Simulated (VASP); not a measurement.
# B4N3 (R-3m) in VASP: single point with PBE

Aim: the single point of B4N3 with PBE.

Program: VASP 6.6.1. These are calculated values, not measurements. Logs are shortened: lines on timing, memory, paths and dates and some standing lists are left out, and cuts for length are marked.

## 1. The cell of the first run

It takes space group R-3m (No. 166, trigonal). The conventional cell has a = 2.513 Å, b = 2.513 Å, c = 25.017 Å, α = 90.00°, β = 90.00°, γ = 120.00°. Within 2.1 Å of B (site symmetry 3m) lie 3 N at 1.56 Å. Within 2.0 Å of B (site symmetry 3m) lie 4 N at 1.48 to 1.75 Å. Within 2.0 Å of N (site symmetry 3m) lie 4 B at 1.48 to 1.56 Å. N (site symmetry -3m) has 6 B at 1.75 Å within 2.3 Å.

## 2. Single point, PBE

INCAR

```
SYSTEM = B4N3
PREC = Accurate
ENCUT = 600
EDIFF = 1E-6
ISMEAR = 0
SIGMA = 0.2
LREAL = .False.
LASPH = .True.
NELM = 120
ALGO = Normal
ISIF = 2
LWAVE = .False.
LCHARG = .False.
GGA = PE
NBANDS = 22
GGA_COMPAT = .False.
```

KPOINTS

```
Automatic mesh
0
Gamma
  6 6 6
  0 0 0
```

POSCAR

```
B4N3
1.0
    1.2564408728      0.7254064744      8.3389862006
   -1.2564408728      0.7254064744      8.3389862006
    0.0000000000     -1.4508129539      8.3389862002
B N
4 3
Direct
    0.1216159916      0.1216159916      0.1216159916
    0.7057113493      0.7057113493      0.7057113493
    0.8783840084      0.8783840084      0.8783840084
    0.2942886507      0.2942886507      0.2942886507
    0.7648697179      0.7648697179      0.7648697179
    0.2351302821      0.2351302821      0.2351302821
    0.0000000000      0.0000000000      0.0000000000
```

Potentials or basis: VASP PAW PBE potentials, release 64 (B, N).

Run with:

```bash
> cat potpaw_PBE.64/B/POTCAR potpaw_PBE.64/N/POTCAR > POTCAR
> mpirun -np 1 vasp_std > vasp.out
```

OUTCAR:

```text
SYSTEM = B4N3
   PREC = Accurate
   ENCUT = 600
   EDIFF = 1E-6
   ISMEAR = 0
   LREAL = .False.
   LASPH = .True.
   NELM = 120
   ISIF = 2
   GGA = PE

 ion  position               nearest neighbor table
   1  0.122  0.122  0.122-   5 1.56   5 1.56   5 1.56
   2  0.706  0.706  0.706-   5 1.48   7 1.75   7 1.75   7 1.75
   3  0.878  0.878  0.878-   6 1.56   6 1.56   6 1.56
   4  0.294  0.294  0.294-   6 1.48   7 1.75   7 1.75   7 1.75
   5  0.765  0.765  0.765-   2 1.48   1 1.56   1 1.56   1 1.56
   6  0.235  0.235  0.235-   4 1.48   3 1.56   3 1.56   3 1.56
   7  0.000  0.000  0.000-   2 1.75   4 1.75   2 1.75   2 1.75   4 1.75   4 1.75

  LATTYP: Found a trigonal (rhomboedric) cell.
 ALAT       =     8.4642512412
 COS(alpha) =     0.9559306124

  Lattice vectors:

 A1 = (   1.2564408728,   0.7254064744,   8.3389862006)
 A2 = (  -1.2564408728,   0.7254064744,   8.3389862006)
 A3 = (   0.0000000000,  -1.4508129539,   8.3389862002)

Analysis of symmetry for initial positions (statically):
=====================================================================
 Subroutine PRICEL returns:
 Original cell was already a primitive cell.

 Routine SETGRP: Setting up the symmetry group for a
 trigonal (rhombohedral) supercell.

 Subroutine GETGRP returns: Found 12 space group operations
 (whereof 12 operations were pure point group operations)
 out of a pool of 12 trial point group operations.

The static configuration has the point symmetry D_3d.

Analysis of symmetry for dynamics (positions and initial velocities):
=====================================================================
 Subroutine PRICEL returns:
 Original cell was already a primitive cell.

 Routine SETGRP: Setting up the symmetry group for a
 trigonal (rhombohedral) supercell.

 Subroutine GETGRP returns: Found 12 space group operations
 (whereof 12 operations were pure point group operations)
 out of a pool of 12 trial point group operations.

The dynamic configuration has the point symmetry D_3d.

 Subroutine INISYM returns: Found 12 space group operations
 (whereof 12 operations are pure point group operations),
 and found     1 'primitive' translations

----------------------------------------------------------------------------------------

                                     Primitive cell

  volume of cell :      45.6024

  direct lattice vectors                    reciprocal lattice vectors
     1.256440873  0.725406474  8.338986201     0.397949486  0.229756243  0.039972885
    -1.256440873  0.725406474  8.338986201    -0.397949486  0.229756243  0.039972885
     0.000000000 -1.450812954  8.338986200     0.000000000 -0.459512486  0.039972885

  length of vectors
     8.464251241  8.464251241  8.464251241     0.461247825  0.461247825  0.461247825

  position of ions in fractional coordinates (direct lattice)
     0.121615992  0.121615992  0.121615992
     0.705711349  0.705711349  0.705711349
     0.878384008  0.878384008  0.878384008
     0.294288651  0.294288651  0.294288651
     0.764869718  0.764869718  0.764869718
     0.235130282  0.235130282  0.235130282
     0.000000000  0.000000000  0.000000000

  ion indices of the primitive-cell ions
   primitive index   ion index
                 1           1
                 2           2
                 3           3
                 4           4
                 5           5
                 6           6
                 7           7

----------------------------------------------------------------------------------------

 KPOINTS: Automatic mesh

Automatic generation of k-mesh.
 Grid dimensions read from file:
 generate k-points for:    6    6    6

 Generating k-lattice:

  Cartesian coordinates                     Fractional coordinates (reciprocal lattice)
     0.066324914  0.038292707  0.006662147     0.166666667  0.000000000 -0.000000000
    -0.066324914  0.038292707  0.006662147     0.000000000  0.166666667 -0.000000000
     0.000000000 -0.076585414  0.006662147     0.000000000  0.000000000  0.166666667

  Length of vectors
     0.076874638  0.076874638  0.076874638

  Shift w.r.t. Gamma in fractional coordinates (k-lattice)
     0.000000000  0.000000000  0.000000000

 Subroutine IBZKPT returns following result:
 ===========================================

 Found     32 irreducible k-points:

 Following reciprocal coordinates:
            Coordinates               Weight
  0.000000  0.000000  0.000000      1.000000
  0.166667  0.000000  0.000000      6.000000
  0.333333  0.000000  0.000000      6.000000
  0.500000  0.000000  0.000000      3.000000
  0.166667  0.166667  0.000000      6.000000
  0.333333  0.166667  0.000000     12.000000
[... 16 lines left out ...]
  0.500000  0.500000  0.166667      6.000000
 -0.333333  0.500000  0.166667     12.000000
 [... further k-points ...]
   k-points           NKPTS =     32   k-points in BZ     NKDIM =     32   number of bands    NBANDS=     22
   number of dos      NEDOS =    301   number of ions     NIONS =      7
   total plane-waves  NPLWV = 343000
   dimension x,y,z NGX =    70 NGY =   70 NGZ =   70
   dimension x,y,z NGXF=   140 NGYF=  140 NGZF=  140
   ions per type =               4   3
   NGX,Y,Z   is equivalent  to a cutoff of  13.75, 13.75, 13.75 a.u.
   NGXF,Y,Z  is equivalent  to a cutoff of  27.50, 27.50, 27.50 a.u.
 SYSTEM =  B4N3
   PREC   = accura    normal or accurate (medium, high low for compatibility)
   ISTART =      0    job   : 0-new  1-cont  2-samecut
   ICHARG =      2    charge: 1-file 2-atom 10-const
   ISPIN  =      1    spin polarized calculation?
   LNONCOLLINEAR =      F non collinear calculations
   LSORBIT =      F    spin-orbit coupling
   LASPH  =      T    aspherical Exc in radial PAW
   ENCUT  =  600.0 eV  44.10 Ry    6.64 a.u.  16.91 16.91 16.91*2*pi/ulx,y,z
   NELM   =    120;   NELMIN=  2; NELMDL= -5     # of ELM steps
   EDIFF  = 0.1E-05   stopping-criterion for ELM
   LREAL  =      F    real-space projection
   EDIFFG = 0.1E-04   stopping-criterion for IOM
   NSW    =      0    number of steps for IOM
   IBRION =     -1    ionic relax: 0-MD 1-quasi-New 2-CG
   NFREE  =      0    steps in history (QN), initial steepest desc. (CG)
   ISIF   =      2    stress and relaxation
   ISYM   =      2    0-nonsym 1-usesym 2-fastsym
   POTIM  = 0.5000    time-step for ionic-motion
   TEBEG  =    0.0;   TEEND  =   0.0 temperature during run
   PSTRESS=    0.0 pullay stress
   NELECT =      27.0000    total number of electrons
   NUPDOWN=      -1.0000    fix difference up-down
   EMIN   =  10.00;   EMAX   =-10.00  energy-range for DOS
   EFERMI =   0.00;   METHOD = LEGACY
   ISMEAR =     0;   SIGMA  =   0.20  broadening in eV -4-tet -1-fermi 0-gaus
   EFERMI_NEDOS =   21; number of points for ismear=-14 and -15
   IALGO  =     38    algorithm
   IMIX   =      4    mixing-type and parameters
     AMIX     =   0.40;   BMIX     =  1.00
     AMIX_MAG =   1.60;   BMIX_MAG =  1.00
  volume/ion in A,a.u.               =       6.51        43.96
  Fermi-wavevector in a.u.,A,eV,Ry     =   1.374675  2.597759 25.711362  1.889732
  Thomas-Fermi vector in A             =   2.500080
   LORBIT       =      0    0 simple, 1 ext, 2 COOP (PROOUT), +10 PAW based schemes
   GGA     = PE    functional components
   LHFCALC =     F    Hartree Fock is set to
   AEXX    =    0.0000 exact exchange contribution
   IVDW    =     0    specifies the selected vdW correction
   LEPSILON=     F    determine dielectric tensor
   LRPA    =     F    only Hartree local field effects (RPA)
 non-spin polarized calculation
 Gauss-broadening in eV      SIGMA  =   0.20
  energy-cutoff  :      600.00
  volume of cell :       45.60
 maximum number of plane-waves:      1542
 NGX is ok and might be reduce to    70
   NGX = 33   NGY = 33   NGZ = 33

 number of electron      27.0000000 magnetization

 Free energy of the ion-electron system (eV)
  ---------------------------------------------------
  ext. energy  EPLUGINS =         0.00000000
  ---------------------------------------------------
  free energy    TOTEN  =       -50.30098830 eV

  energy without entropy =      -50.27698854  energy(sigma->0) =      -50.28898842

 E-fermi :   9.3521     XC(G=0): -12.4592

 val. band max:        9.3124821282   @ k =   0.5000   0.1667   0.0000
 cond. band min:       9.4543292333   @ k =   0.5000   0.5000   0.0000
 fundamental gap:      0.1418471051
 Fermi energy:         9.3520760254

 k-point     1 :       0.0000    0.0000    0.0000
  band No.  band energies     occupation
      1     -14.0189      2.00000
      2     -12.4320      2.00000
      3     -12.0119      2.00000
      4      -3.9864      2.00000
      5      -2.8854      2.00000
      6       1.3412      2.00000
[... 14 lines left out ...]
     21      16.7399      0.00000
     22      17.3582      0.00000

 k-point     2 :       0.1667    0.0000    0.0000
  band No.  band energies     occupation
      1     -13.3747      2.00000
      2     -11.8588      2.00000
      3     -11.4358      2.00000
      4      -3.4639      2.00000
      5      -2.2791      2.00000
      6       1.4086      2.00000
[... 14 lines left out ...]
     21      17.2351      0.00000
     22      17.6369      0.00000

 k-point     3 :       0.3333    0.0000    0.0000
  band No.  band energies     occupation
      1     -11.5575      2.00000
      2     -10.3092      2.00000
      3      -9.9243      2.00000
      4      -2.3833      2.00000
      5      -1.9899      2.00000
      6      -1.1737      2.00000
[... 14 lines left out ...]
     21      16.9864      0.00000
     22      17.7292      0.00000
[... 476 lines left out ...]
 k-point    23 :       0.5000    0.5000    0.1667
  band No.  band energies     occupation
      1     -11.5429      2.00000
      2     -10.4126      2.00000
      3      -9.8240      2.00000
      4      -2.4377      2.00000
      5      -2.2378      2.00000
      6      -0.6899      2.00000
[... 14 lines left out ...]
     21      16.6711      0.00000
     22      17.5211      0.00000

 k-point    24 :      -0.3333    0.5000    0.1667
  band No.  band energies     occupation
      1     -10.0259      2.00000
      2      -9.2312      2.00000
      3      -8.8575      2.00000
      4      -3.6237      2.00000
      5      -2.2034      2.00000
      6      -1.8428      2.00000
[... 14 lines left out ...]
     21      17.2926      0.00000
     22      18.2475      0.00000

 [... further k-points ...]

------------------------ aborting loop because EDIFF is reached ----------------------------------------

  FORCE on cell =-STRESS in cart. coord.  units (eV):
  Direction    XX          YY          ZZ          XY          YZ          ZX
  --------------------------------------------------------------------------------------
  -------------------------------------------------------------------------------------
  Total       -0.0305891     -0.0305891     -0.0218382      0.0000000     -0.0000000      0.0000000
  in kB       -1.0747045     -1.0747045     -0.7672560      0.0000000     -0.0000000      0.0000000
  external PRESSURE =      -0.9722216 kB  Pullay stress =       0.0000000 kB

 VOLUME and BASIS-vectors are now :
 -----------------------------------------------------------------------------
  energy-cutoff  :      600.00
  volume of cell :       45.60
      direct lattice vectors                 reciprocal lattice vectors
     1.256440873  0.725406474  8.338986201     0.397949486  0.229756243  0.039972885
    -1.256440873  0.725406474  8.338986201    -0.397949486  0.229756243  0.039972885
     0.000000000 -1.450812954  8.338986200     0.000000000 -0.459512486  0.039972885

 POSITION                                       TOTAL-FORCE (eV/Angst)
 -----------------------------------------------------------------------------------
      0.00000     -0.00000      3.04246         0.000000     -0.000000      0.018069
      0.00000     -0.00000     17.65475         0.000000      0.000000     -0.035479
      0.00000     -0.00000     21.97450         0.000000      0.000000     -0.018069
      0.00000     -0.00000      7.36221         0.000000     -0.000000      0.035479
      0.00000     -0.00000     19.13471         0.000000     -0.000000      0.006339
      0.00000     -0.00000      5.88224         0.000000      0.000000     -0.006339
      0.00000      0.00000      0.00000         0.000000     -0.000000      0.000000
 -----------------------------------------------------------------------------------
    total drift:                               -0.000000     -0.000000     -0.000000

  FREE ENERGIE OF THE ION-ELECTRON SYSTEM (eV)
  ---------------------------------------------------
  free  energy   TOTEN  =       -50.3009883014 eV

  energy  without entropy=      -50.2769885429  energy(sigma->0) =      -50.28898842
```

Run time: 3.6 min. Hardware: 1 thread of Intel Xeon 6975P-C (Granite Rapids), shared host; peak memory 0.61 GiB.

Results:

```yaml
Free_energy: -50.3010 eV
Pressure: -0.1 GPa
Largest_force: 0.035 eV/Å
Band_gap_on_the_k_mesh: zero (an odd number of electrons rules out a gap without spin polarisation)
```

Forces in eV/Å, atoms in the order of the input:
```
B    0.000  0.000  0.018
B    0.000  0.000 -0.035
B    0.000  0.000 -0.018
B    0.000  0.000  0.035
N    0.000  0.000  0.006
N    0.000  0.000 -0.006
N    0.000  0.000  0.000
```

Levels at points of the mesh, in eV from the Fermi level:
| k point | band 10 | band 11 | band 12 | band 13 | band 14 | band 15 | band 16 | band 17 |
| --- | --- | --- | --- | --- | --- | --- | --- | --- |
| (0.00, 0.00, 0.00) | -3.72 | -3.50 | -3.33 | -3.33 | 3.91 | 4.12 | 4.22 | 4.22 |
| (0.50, 0.00, 0.00) | -7.22 | -6.28 | -5.66 | -2.42 | -0.06 | 0.62 | 1.43 | 3.39 |
| (0.50, 0.50, 0.00) | -7.25 | -6.16 | -5.77 | -2.01 | -0.57 | 0.10 | 1.90 | 3.49 |
| (0.50, 0.50, 0.50) | -3.65 | -3.38 | -3.38 | -2.57 | 2.44 | 4.26 | 4.26 | 4.97 |

Caveat: the k points lie up to 0.48 Å⁻¹ apart, too coarse for converged energies and pressures of a metal.

The gap in the log of VASP goes by the Fermi energy; the results here count the filled bands.